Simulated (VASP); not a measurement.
# Tc (P6_3/mmc) in VASP: notebook

The runs below take Tc through relaxation of cell and atoms, relaxation of shape and atoms at fixed volume, with PBEsol.

Program: VASP 6.6.1. These are calculated values, not measurements. Logs are shortened: lines on timing, memory, paths and dates and some standing lists are left out, and cuts for length are marked.

### Step 1. The cell of the first run

Symmetry: P6_3/mmc, No. 194, hexagonal system. The conventional cell has a = 2.740 Å, b = 2.740 Å, c = 4.398 Å, α = 90.00°, β = 90.00°, γ = 120.00°. Tc (site symmetry -6m2) has 12 Tc at 2.71 to 2.74 Å within 3.6 Å.

### Step 2. Relaxation of cell and atoms, PBEsol

The input, INCAR:

```
ALGO = Fast
EDIFF = 1E-6
EDIFFG = -0.01
ENCUT = 600
GGA = PS
IBRION = 2
ISIF = 3
ISMEAR = 0
LASPH = T
LCHARG = F
LREAL = F
LWAVE = F
NELM = 100
NSW = 80
PREC = Accurate
SIGMA = 0.05
```

The input, KPOINTS:

```
k-points
0
Gamma
  18 18 10
```

The input, POSCAR:

```
Tc
1.0
    2.7400000000      0.0000000000      0.0000000000
   -1.3700000000      2.3729096064      0.0000000000
    0.0000000000      0.0000000000      4.3980000000
Tc
2
Direct
    0.3333333333      0.6666666667      0.2500000000
    0.6666666667      0.3333333333      0.7500000000
```

Potentials or basis: VASP PAW PBE potentials, release 64 (Tc_pv).

The run is started by

```
> cat potpaw_PBE.64/Tc_pv/POTCAR > POTCAR
> mpirun -np 1 vasp_std > vasp.out
```

OUTCAR:

```text
EDIFF = 1E-6
   EDIFFG = -0.01
   ENCUT = 600
   GGA = PS
   IBRION = 2
   ISIF = 3
   ISMEAR = 0
   LASPH = T
   LREAL = F
   NELM = 100
   NSW = 80
   PREC = Accurate

 ion  position               nearest neighbor table
   1  0.333  0.667  0.250-   2 2.71   2 2.71   2 2.71   2 2.71   2 2.71   2 2.71
   2  0.667  0.333  0.750-   1 2.71   1 2.71   1 2.71   1 2.71   1 2.71   1 2.71

  LATTYP: Found a hexagonal cell.
 ALAT       =     2.7400000000
 C/A-ratio  =     1.6051094891

  Lattice vectors:

 A1 = (   2.7400000000,   0.0000000000,   0.0000000000)
 A2 = (  -1.3700000000,   2.3729096064,   0.0000000000)
 A3 = (   0.0000000000,   0.0000000000,   4.3980000000)

Analysis of symmetry for initial positions (statically):
=====================================================================
 Subroutine PRICEL returns:
 Original cell was already a primitive cell.

 Routine SETGRP: Setting up the symmetry group for a
 hexagonal supercell.

 Subroutine GETGRP returns: Found 24 space group operations
 (whereof 12 operations were pure point group operations)
 out of a pool of 24 trial point group operations.

The static configuration has the point symmetry D_3d.
 The point group associated with its full space group is D_6h.

Analysis of symmetry for dynamics (positions and initial velocities):
=====================================================================
 Subroutine PRICEL returns:
 Original cell was already a primitive cell.

 Routine SETGRP: Setting up the symmetry group for a
 hexagonal supercell.

 Subroutine GETGRP returns: Found 24 space group operations
 (whereof 12 operations were pure point group operations)
 out of a pool of 24 trial point group operations.

The dynamic configuration has the point symmetry D_3d.
 The point group associated with its full space group is D_6h.

 Subroutine INISYM returns: Found 24 space group operations
 (whereof 12 operations are pure point group operations),
 and found     1 'primitive' translations

----------------------------------------------------------------------------------------

                                     Primitive cell

  volume of cell :      28.5948

  direct lattice vectors                    reciprocal lattice vectors
     2.740000000  0.000000000  0.000000000     0.364963504  0.210711777  0.000000000
[... 110 lines left out ...]
   LORBIT       =      0    0 simple, 1 ext, 2 COOP (PROOUT), +10 PAW based schemes
   GGA     = PS    functional components
   LHFCALC =     F    Hartree Fock is set to
   AEXX    =    0.0000 exact exchange contribution
   IVDW    =     0    specifies the selected vdW correction
   LEPSILON=     F    determine dielectric tensor
   LRPA    =     F    only Hartree local field effects (RPA)
 conjugate gradient relaxation of ions
 non-spin polarized calculation
 RMM-DIIS sequential band-by-band and
 Gauss-broadening in eV      SIGMA  =   0.05
  energy-cutoff  :      600.00
  volume of cell :       28.59
 maximum number of plane-waves:       978
 NGX is ok and might be reduce to    24
   NGX = 11   NGY = 11   NGZ = 17

--------------------------------------- Ionic step        1  -------------------------------------------

 number of electron      26.0000001 magnetization

 Free energy of the ion-electron system (eV)
  ---------------------------------------------------
  ext. energy  EPLUGINS =         0.00000000
  ---------------------------------------------------
  free energy    TOTEN  =       -22.52292368 eV

  energy without entropy =      -22.52063740  energy(sigma->0) =      -22.52178054

------------------------ aborting loop because EDIFF is reached ----------------------------------------

  FORCE on cell =-STRESS in cart. coord.  units (eV):
  Direction    XX          YY          ZZ          XY          YZ          ZX
  --------------------------------------------------------------------------------------
  -------------------------------------------------------------------------------------
  Total       -1.1963540     -1.1963540     -1.4266220     -0.0000000      0.0000000     -0.0000000
  in kB      -67.0321764    -67.0321764    -79.9341780     -0.0000000      0.0000000     -0.0000000
  external PRESSURE =     -71.3328436 kB  Pullay stress =       0.0000000 kB
[... 89 lines left out ...]
  FREE ENERGIE OF THE ION-ELECTRON SYSTEM (eV)
  ---------------------------------------------------
  free  energy   TOTEN  =       -22.5378863735 eV

  energy  without entropy=      -22.5357142860  energy(sigma->0) =      -22.53680033

[... ionic steps 4 to 8 ...]

--------------------------------------- Ionic step        9  -------------------------------------------

 number of electron      26.0000003 magnetization

------------------------ aborting loop because EDIFF is reached ----------------------------------------
[... 67 lines left out ...]
--------------------------------------- Ionic step       11  -------------------------------------------

 number of electron      26.0000003 magnetization

 Free energy of the ion-electron system (eV)
  ---------------------------------------------------
  ext. energy  EPLUGINS =         0.00000000
  ---------------------------------------------------
  free energy    TOTEN  =       -22.53802216 eV

  energy without entropy =      -22.53590983  energy(sigma->0) =      -22.53696600

 E-fermi :  12.8836     XC(G=0): -14.0817

 val. band max:       12.8816004135   @ k =   0.1667   0.1111   0.1000
 cond. band min:      12.8884407799   @ k =   0.3333   0.3333   0.0000
 fundamental gap:      0.0068403664
 Fermi energy:        12.8836117881

 k-point     1 :       0.0000    0.0000    0.0000
  band No.  band energies     occupation
      1     -26.5383      2.00000
      2     -25.3358      2.00000
      3     -25.3358      2.00000
      4     -25.1313      2.00000
      5     -25.1313      2.00000
      6     -25.0823      2.00000
[... 457 lines left out ...]
      4     -25.6947      2.00000
      5     -25.4410      2.00000
      6     -25.3670      2.00000
[... 9 lines left out ...]
     16      16.1997      0.00000
     17      18.1098      0.00000

 [... further k-points ...]

------------------------ aborting loop because EDIFF is reached ----------------------------------------

  FORCE on cell =-STRESS in cart. coord.  units (eV):
  Direction    XX          YY          ZZ          XY          YZ          ZX
  --------------------------------------------------------------------------------------
  -------------------------------------------------------------------------------------
  Total       -0.0007771     -0.0007771     -0.0018441      0.0000000     -0.0000000     -0.0000000
  in kB       -0.0445522     -0.0445522     -0.1057263      0.0000000     -0.0000000     -0.0000000
  external PRESSURE =      -0.0649435 kB  Pullay stress =       0.0000000 kB
[... 17 lines left out ...]
  FREE ENERGIE OF THE ION-ELECTRON SYSTEM (eV)
  ---------------------------------------------------
  free  energy   TOTEN  =       -22.5380221640 eV

  energy  without entropy=      -22.5359098329  energy(sigma->0) =      -22.53696600

 reached required accuracy - stopping structural energy minimisation
```

OSZICAR:

```text
N       E                     dE             d eps       ncg     rms          rms(c)
DAV:   1     0.329978306174E+03    0.32998E+03   -0.18103E+04  7548   0.180E+03
DAV:   2    -0.154083100436E+02   -0.34539E+03   -0.34213E+03  8351   0.480E+02
[... 85 lines left out ...]
DAV:   1    -0.225383904140E+02   -0.39752E-03   -0.10768E-02  7844   0.126E+00    0.216E-01
RMM:   2    -0.225380244870E+02    0.36593E-03   -0.95887E-04  7548   0.305E-01    0.338E-02
RMM:   3    -0.225380110663E+02    0.13421E-04   -0.22024E-04  7618   0.125E-01    0.352E-02
RMM:   4    -0.225380211481E+02   -0.10082E-04   -0.21440E-05  7728   0.378E-02    0.599E-03
RMM:   5    -0.225380220542E+02   -0.90612E-06   -0.10547E-05  7386   0.275E-02    0.427E-03
RMM:   6    -0.225380221640E+02   -0.10982E-06   -0.15068E-06  4294   0.109E-02
  11 F= -.22538022E+02 E0= -.22536966E+02  d E =-.449627E-05
```

CONTCAR:

```text
Tc
   1.00000000000000
     2.7226141460472664    0.0000000000000000    0.0000000000000000
    -1.3613070730236332    2.3578530152098618   -0.0000000000000000
    -0.0000000000000000   -0.0000000000000000    4.3532698268291803
  Tc
     2
Direct
     0.3333333332999970    0.6666666667000030    0.2500000000000000
     0.6666666667000030    0.3333333332999970    0.7500000000000000

  0.00000000E+00  0.00000000E+00  0.00000000E+00
  0.00000000E+00  0.00000000E+00  0.00000000E+00
```

Wall time 3.6 min (1 thread of Intel Xeon 6975P-C (Granite Rapids), shared host); peak memory 0.25 GiB.

Results:

```
Free energy                           : -22.5380 eV
Relaxed volume                        : 13.97 Å³/atom
Relaxed cell                          : a = 2.723 Å, b = 2.723 Å, c = 4.353 Å, α = 90.00°, β = 90.00°, γ = 120.00°
Space group after relaxing (to 0.1 Å) : P6_3/mmc (No. 194)
Energy gained by relaxing             : 7.5 meV/atom
Ionic steps                           : 11
Pressure after relaxing               : 0.0 GPa
Band gap on the k mesh                : zero (bands 13 and 14 overlap by 3.54 eV)
```

Step by step:
```csv
step,energy change (eV),largest force (eV/Å),pressure (GPa),volume (Å³)
1,0.0000,0.0000,-7.13,28.59
2,0.1367,0.0000,27.19,26.04
3,-0.0150,0.0000,-0.18,27.96
4,-0.0150,0.0000,0.02,27.95
5,-0.0150,0.0000,0.16,27.93
6,-0.0151,0.0000,0.14,27.94
7,-0.0151,0.0000,0.13,27.94
8,-0.0151,0.0000,0.14,27.94
9,-0.0151,0.0000,0.14,27.94
10,-0.0151,0.0000,-0.31,27.97
11,-0.0151,0.0000,-0.01,27.95
```

Final structure:
```
Tc
1.0
     2.72261    0.00000    0.00000
    -1.36131    2.35785    0.00000
     0.00000    0.00000    4.35327
Tc
2
Direct
  0.33333 0.66667 0.25000
  0.66667 0.33333 0.75000
```

Levels at points of the mesh, in eV from the Fermi level:
```
           k point  band 11  band 12  band 13  band 14  band 15  band 16
(0.00, 0.00, 0.00)    -1.47    -0.82    -0.82    -0.12    -0.12     1.78
(0.50, 0.00, 0.00)    -1.12    -0.92    -0.46     3.07     3.52     3.53
(0.00, 0.00, 0.50)    -1.72    -1.72    -1.72    -1.72     1.98     1.98
(0.50, 0.00, 0.50)     0.16     0.16     1.50     1.50     3.34     3.34
```

Caveat: the PAW data sets were made with another functional, which shifts forces and pressure a little.

### Step 3. Relaxation of shape and atoms at fixed volume, PBEsol (14.56 Å³/atom)

This run uses another cell than the first one, of 14.56 Å³/atom.

The input, INCAR:

```
SYSTEM = Tc
ALGO = Fast ; EDIFF = 1E-6
EDIFFG = -0.01 ; ENCUT = 600
GGA = PS ; IBRION = 2
ISIF = 4 ; ISMEAR = 0
LASPH = .TRUE. ; LCHARG = .FALSE.
LREAL = .FALSE. ; LWAVE = .FALSE.
NELM = 60 ; NSW = 60
PREC = Accurate ; SIGMA = 0.05
```

The input, KPOINTS:

```
k-points
0
G
  18 18 10
  0 0 0
```

The input, POSCAR:

```
Tc
1.0
    2.7600640258      0.0000000000      0.0000000000
   -1.3800320129      2.3902855624      0.0000000000
    0.0000000000      0.0000000000      4.4130663802
Tc
2
Direct
    0.3333333333      0.6666666667      0.2500000000
    0.6666666667      0.3333333333      0.7500000000
```

Potentials or basis: VASP PAW PBE potentials, release 64 (Tc_pv).

The run is started by

```
> cat potpaw_PBE.64/Tc_pv/POTCAR > POTCAR
> mpirun -np 1 vasp_std > vasp.out
```

Wall time 44 s (1 thread of Intel Xeon 6975P-C (Granite Rapids), shared host); peak memory 0.23 GiB.

It converged, with:

```yaml
Free_energy: -22.4918 eV
Pressure_after_relaxing: -12.2 GPa
Band_gap_on_the_k_mesh: zero (bands 13 and 14 overlap by 3.34 eV)
```

Stress tensor (GPa, compression positive):
```
-12.19   0.00   0.00
  0.00 -12.19   0.00
  0.00   0.00 -12.36
```

Final structure:
```
Tc
1.0
     2.76006    0.00000    0.00000
    -1.38003    2.39029    0.00000
     0.00000    0.00000    4.41307
Tc
2
Direct
  0.33333 0.66667 0.25000
  0.66667 0.33333 0.75000
```

Levels at points of the mesh, in eV from the Fermi level:
```tsv
k point	band 9	band 10	band 11	band 12	band 13	band 14	band 15	band 16	band 17
(0.00, 0.00, 0.00)	-1.48	-1.48	-1.38	-0.77	-0.77	-0.10	-0.10	1.66	2.52
(0.50, 0.00, 0.00)	-4.50	-1.84	-1.07	-0.93	-0.44	2.89	3.30	3.31	5.22
(0.00, 0.00, 0.50)	-1.81	-1.81	-1.61	-1.61	-1.61	-1.61	1.87	1.87	1.87
(0.50, 0.00, 0.50)	-3.56	-3.56	0.16	0.16	1.40	1.41	3.14	3.14	4.30
```

Caveat: the PAW data sets were made with another functional, which shifts forces and pressure a little.
